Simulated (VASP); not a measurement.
# MgB2 (P6/mmm) in VASP: single point with r2SCAN

Aim: the single point of MgB2 with r2SCAN.

Everything below comes from runs of VASP 6.6.1. Logs are shortened: lines on timing, memory, paths and dates and some standing lists are left out, and cuts for length are marked.

## 1. The cell of the first run

It takes space group P6/mmm (No. 191, hexagonal). The conventional cell has a = 3.037 Å, b = 3.037 Å, c = 3.442 Å, α = 90.00°, β = 90.00°, γ = 120.00°. Mg (site symmetry 6/mmm) has 12 B at 2.46 Å and 6 Mg at 3.04 Å within 3.2 Å. Within 2.3 Å of B (site symmetry -6m2) lie 3 B at 1.75 Å.

## 2. Single point, r2SCAN (9.16 Å³/atom)

Contents of POSCAR:

```
MgB2
1.0
    3.0365221043      0.0000000000      0.0000000000
   -1.5182610521      2.6297052815      0.0000000000
    0.0000000000      0.0000000000      3.4416003059
Mg B
1 2
Direct
    0.0000000000      0.0000000000      0.0000000000
    0.3333333333      0.6666666667      0.5000000000
    0.6666666667      0.3333333333      0.5000000000
```

Contents of INCAR.step1:

```
SYSTEM = MgB2
PREC = Accurate
ENCUT = 920
ISMEAR = 0
SIGMA = 0.05
LREAL = .FALSE.
LASPH = .TRUE.
NELM = 120
NBANDS = 15
GGA = PE
ALGO = Normal
EDIFF = 1E-5
LWAVE = .TRUE.
LCHARG = .FALSE.
GGA_COMPAT = .FALSE.
```

Contents of INCAR.step2:

```
SYSTEM = MgB2
PREC = Accurate
ENCUT = 920
EDIFF = 1E-6
ISMEAR = 0
SIGMA = 0.05
LREAL = .FALSE.
LASPH = .TRUE.
NELM = 120
ALGO = Normal
ISIF = 2
LWAVE = .FALSE.
LCHARG = .FALSE.
METAGGA = R2SCAN
LMIXTAU = .TRUE.
NBANDS = 15
ISTART = 1
GGA_COMPAT = .FALSE.
```

Contents of KPOINTS:

```
Automatic mesh
0
G
  14 14 12
  0 0 0
```

Potentials or basis: VASP PAW PBE potentials, release 64 (Mg_sv, B).

Command:

```bash
$ cat potpaw_PBE.64/Mg_sv/POTCAR potpaw_PBE.64/B/POTCAR > POTCAR
$ cp INCAR.step1 INCAR
$ mpirun -np 1 vasp_std > vasp.out
$ cp INCAR.step2 INCAR
$ mpirun -np 1 vasp_std > vasp.out
```

OUTCAR:

```text
SYSTEM = MgB2
   PREC = Accurate
   ENCUT = 920
   EDIFF = 1E-6
   ISMEAR = 0
   LREAL = .FALSE.
   LASPH = .TRUE.
   NELM = 120
   ISIF = 2
   METAGGA = R2SCAN
   ISTART = 1

 ion  position               nearest neighbor table
   1  0.000  0.000  0.000-
   2  0.333  0.667  0.500-   3 1.75   3 1.75   3 1.75
   3  0.667  0.333  0.500-   2 1.75   2 1.75   2 1.75

  LATTYP: Found a hexagonal cell.
 ALAT       =     3.0365221043
 C/A-ratio  =     1.1334020263

  Lattice vectors:

 A1 = (   3.0365221043,   0.0000000000,   0.0000000000)
 A2 = (  -1.5182610521,   2.6297052815,   0.0000000000)
 A3 = (   0.0000000000,   0.0000000000,   3.4416003059)

Analysis of symmetry for initial positions (statically):
=====================================================================
 Subroutine PRICEL returns:
 Original cell was already a primitive cell.

 Routine SETGRP: Setting up the symmetry group for a
 hexagonal supercell.

 Subroutine GETGRP returns: Found 24 space group operations
 (whereof 24 operations were pure point group operations)
 out of a pool of 24 trial point group operations.

The static configuration has the point symmetry D_6h.

Analysis of symmetry for dynamics (positions and initial velocities):
=====================================================================
 Subroutine PRICEL returns:
 Original cell was already a primitive cell.

 Routine SETGRP: Setting up the symmetry group for a
 hexagonal supercell.

 Subroutine GETGRP returns: Found 24 space group operations
 (whereof 24 operations were pure point group operations)
 out of a pool of 24 trial point group operations.

The dynamic configuration has the point symmetry D_6h.

 Subroutine INISYM returns: Found 24 space group operations
 (whereof 24 operations are pure point group operations),
 and found     1 'primitive' translations

----------------------------------------------------------------------------------------

                                     Primitive cell

  volume of cell :      27.4817

  direct lattice vectors                    reciprocal lattice vectors
     3.036522104  0.000000000  0.000000000     0.329324130  0.190135375  0.000000000
    -1.518261052  2.629705282  0.000000000     0.000000000  0.380270750  0.000000000
     0.000000000  0.000000000  3.441600306     0.000000000  0.000000000  0.290562503

  length of vectors
     3.036522104  3.036522104  3.441600306     0.380270750  0.380270750  0.290562503

  position of ions in fractional coordinates (direct lattice)
     0.000000000  0.000000000  0.000000000
     0.333333333  0.666666667  0.500000000
     0.666666667  0.333333333  0.500000000

  ion indices of the primitive-cell ions
   primitive index   ion index
                 1           1
                 2           2
                 3           3

----------------------------------------------------------------------------------------

 KPOINTS: Automatic mesh

Automatic generation of k-mesh.
 Grid dimensions read from file:
 generate k-points for:   14   14   12

 Generating k-lattice:

  Cartesian coordinates                     Fractional coordinates (reciprocal lattice)
     0.023523152  0.013581098  0.000000000     0.071428571  0.000000000  0.000000000
     0.000000000  0.027162196  0.000000000     0.000000000  0.071428571  0.000000000
     0.000000000  0.000000000  0.024213542     0.000000000  0.000000000  0.083333333

  Length of vectors
     0.027162196  0.027162196  0.024213542

  Shift w.r.t. Gamma in fractional coordinates (k-lattice)
     0.000000000  0.000000000  0.000000000

 Subroutine IBZKPT returns following result:
 ===========================================

 Found    168 irreducible k-points:

 Following reciprocal coordinates:
            Coordinates               Weight
  0.000000  0.000000  0.000000      1.000000
  0.071429  0.000000  0.000000      6.000000
  0.142857 -0.000000  0.000000      6.000000
  0.214286  0.000000  0.000000      6.000000
  0.285714 -0.000000  0.000000      6.000000
  0.357143 -0.000000  0.000000      6.000000
[... 16 lines left out ...]
  0.285714  0.285714  0.000000      6.000000
  0.357143  0.285714  0.000000      6.000000
 [... further k-points ...]
   k-points           NKPTS =    168   k-points in BZ     NKDIM =    168   number of bands    NBANDS=     15
   number of dos      NEDOS =    301   number of ions     NIONS =      3
   total plane-waves  NPLWV =  32400
   dimension x,y,z NGX =    30 NGY =   30 NGZ =   36
   dimension x,y,z NGXF=    60 NGYF=   60 NGZF=   72
   ions per type =               1   2
   NGX,Y,Z   is equivalent  to a cutoff of  16.42, 16.42, 17.39 a.u.
   NGXF,Y,Z  is equivalent  to a cutoff of  32.85, 32.85, 34.78 a.u.
 SYSTEM =  MgB2
   PREC   = accura    normal or accurate (medium, high low for compatibility)
   ISTART =      1    job   : 0-new  1-cont  2-samecut
   ICHARG =      0    charge: 1-file 2-atom 10-const
   ISPIN  =      1    spin polarized calculation?
   LNONCOLLINEAR =      F non collinear calculations
   LSORBIT =      F    spin-orbit coupling
   LASPH  =      T    aspherical Exc in radial PAW
   ENCUT  =  920.0 eV  67.62 Ry    8.22 a.u.   7.51  7.51  8.51*2*pi/ulx,y,z
   NELM   =    120;   NELMIN=  2; NELMDL=  0     # of ELM steps
   EDIFF  = 0.1E-05   stopping-criterion for ELM
   LREAL  =      F    real-space projection
[... 7 lines left out ...]
   TEBEG  =    0.0;   TEEND  =   0.0 temperature during run
   PSTRESS=    0.0 pullay stress
   NELECT =      16.0000    total number of electrons
   NUPDOWN=      -1.0000    fix difference up-down
   EMIN   =  10.00;   EMAX   =-10.00  energy-range for DOS
   EFERMI =   0.00;   METHOD = LEGACY
   ISMEAR =     0;   SIGMA  =   0.05  broadening in eV -4-tet -1-fermi 0-gaus
   EFERMI_NEDOS =   21; number of points for ismear=-14 and -15
   IALGO  =     38    algorithm
   IMIX   =      4    mixing-type and parameters
     AMIX     =   0.40;   BMIX     =  1.00
     AMIX_MAG =   1.60;   BMIX_MAG =  1.00
  volume/ion in A,a.u.               =       9.16        61.82
  Fermi-wavevector in a.u.,A,eV,Ry     =   1.366995  2.583245 25.424861  1.868675
  Thomas-Fermi vector in A             =   2.493086
   LORBIT       =      0    0 simple, 1 ext, 2 COOP (PROOUT), +10 PAW based schemes
   METAGGA = R2SCAN    functional components
   LHFCALC =     F    Hartree Fock is set to
   AEXX    =    0.0000 exact exchange contribution
   IVDW    =     0    specifies the selected vdW correction
   LEPSILON=     F    determine dielectric tensor
   LRPA    =     F    only Hartree local field effects (RPA)
 non-spin polarized calculation
 Gauss-broadening in eV      SIGMA  =   0.05
  energy-cutoff  :      920.00
  volume of cell :       27.48
 maximum number of plane-waves:      1787
   NGX = 15   NGY = 15   NGZ = 17

 number of electron      15.9999995 magnetization

 Free energy of the ion-electron system (eV)
  ---------------------------------------------------
  ext. energy  EPLUGINS =         0.00000000
  ---------------------------------------------------
  free energy    TOTEN  =       -19.39112008 eV

  energy without entropy =      -19.39054070  energy(sigma->0) =      -19.39083039

 E-fermi :   5.4787     XC(G=0): -12.0677

 val. band max:        5.4684475850   @ k =   0.0714   0.0000   0.1667
 cond. band min:       5.5144533113   @ k =   0.0714   0.0714   0.4167
 fundamental gap:      0.0460057264
 Fermi energy:         5.4787326673

 k-point     1 :       0.0000    0.0000    0.0000
  band No.  band energies     occupation
      1     -72.6140      2.00000
      2     -37.7187      2.00000
      3     -37.7187      2.00000
      4     -37.7097      2.00000
      5      -8.0695      2.00000
      6       2.3333      2.00000
      7       5.8640      0.00000
      8       5.8640      0.00000
      9       7.7380      0.00000
     10      12.2703      0.00000
     11      12.2703      0.00000
     12      14.4404      0.00000
     13      16.7340      0.00000
     14      19.9003      0.00000
     15      23.3374      0.00000

 k-point     2 :       0.0714    0.0000    0.0000
  band No.  band energies     occupation
      1     -72.6137      2.00000
      2     -37.7211      2.00000
      3     -37.7193      2.00000
      4     -37.7093      2.00000
      5      -7.9729      2.00000
      6       2.4265      2.00000
      7       5.3564      1.99946
      8       5.6251      0.00003
      9       7.8128      0.00000
     10      12.2729      0.00000
     11      12.7088      0.00000
     12      14.6546      0.00000
     13      16.3504      0.00000
     14      20.3478      0.00000
     15      22.9232      0.00000

 k-point     3 :       0.1429   -0.0000    0.0000
  band No.  band energies     occupation
      1     -72.6131      2.00000
      2     -37.7278      2.00000
      3     -37.7209      2.00000
      4     -37.7083      2.00000
      5      -7.6842      2.00000
      6       2.7049      2.00000
      7       4.1145      2.00000
      8       5.0657      2.00000
      9       8.0521      0.00000
     10      12.0761      0.00000
     11      13.8622      0.00000
     12      15.2625      0.00000
     13      15.3139      0.00000
     14      21.5374      0.00000
     15      22.0938      0.00000
[... 343 lines left out ...]
 k-point    23 :       0.2857    0.2857    0.0000
  band No.  band energies     occupation
      1     -72.6093      2.00000
      2     -37.7570      2.00000
      3     -37.7447      2.00000
      4     -37.7015      2.00000
      5      -3.6752      2.00000
      6      -1.5983      2.00000
      7      -0.2757      2.00000
      8       6.3887      0.00000
      9       8.5878      0.00000
     10      11.7281      0.00000
     11      12.9139      0.00000
     12      15.7270      0.00000
     13      15.7907      0.00000
     14      18.5984      0.00000
     15      18.9564      0.00000

 k-point    24 :       0.3571    0.2857    0.0000
  band No.  band energies     occupation
      1     -72.6092      2.00000
      2     -37.7554      2.00000
      3     -37.7482      2.00000
      4     -37.7012      2.00000
      5      -2.8619      2.00000
      6      -2.3118      2.00000
      7      -0.6023      2.00000
      8       7.0050      0.00000
      9       7.9251      0.00000
     10      12.2674      0.00000
     11      12.5677      0.00000
     12      15.4818      0.00000
     13      16.0520      0.00000
     14      18.7321      0.00000
     15      19.8041      0.00000

 [... further k-points ...]

------------------------ aborting loop because EDIFF is reached ----------------------------------------

  FORCE on cell =-STRESS in cart. coord.  units (eV):
  Direction    XX          YY          ZZ          XY          YZ          ZX
  --------------------------------------------------------------------------------------
  -------------------------------------------------------------------------------------
  Total        1.1775268      1.1775268      1.1472786      0.0000000     -0.0000000      0.0000000
  in kB       68.6495091     68.6495091     66.8860450      0.0000000     -0.0000000      0.0000000
  external PRESSURE =      68.0616878 kB  Pullay stress =       0.0000000 kB

 VOLUME and BASIS-vectors are now :
 -----------------------------------------------------------------------------
  energy-cutoff  :      920.00
  volume of cell :       27.48
      direct lattice vectors                 reciprocal lattice vectors
     3.036522104  0.000000000  0.000000000     0.329324130  0.190135375  0.000000000
    -1.518261052  2.629705282  0.000000000     0.000000000  0.380270750  0.000000000
     0.000000000  0.000000000  3.441600306     0.000000000  0.000000000  0.290562503

 POSITION                                       TOTAL-FORCE (eV/Angst)
 -----------------------------------------------------------------------------------
      0.00000      0.00000      0.00000         0.000000      0.000000      0.000000
     -0.00000      1.75314      1.72080        -0.000000     -0.000000      0.000000
      1.51826      0.87657      1.72080         0.000000      0.000000     -0.000000
 -----------------------------------------------------------------------------------
    total drift:                                0.000000     -0.000000      0.000000

  FREE ENERGIE OF THE ION-ELECTRON SYSTEM (eV)
  ---------------------------------------------------
  free  energy   TOTEN  =       -19.3911200792 eV

  energy  without entropy=      -19.3905406953  energy(sigma->0) =      -19.39083039
```

Wall time 8.3 min (1 thread of Intel Xeon Platinum 8259CL at 2.50GHz (Skylake/Cascade Lake), shared host); peak memory 0.29 GiB.

Results:

```
Free energy            : -19.3911 eV
Pressure               : 6.8 GPa
Band gap on the k mesh : zero (bands 8 and 9 overlap by 3.30 eV)
```

Caveat: the cell stands under pressure; the PAW data sets were made with another functional, which shifts forces and pressure a little.

The gap in the log of VASP goes by the Fermi energy; the results here count the filled bands.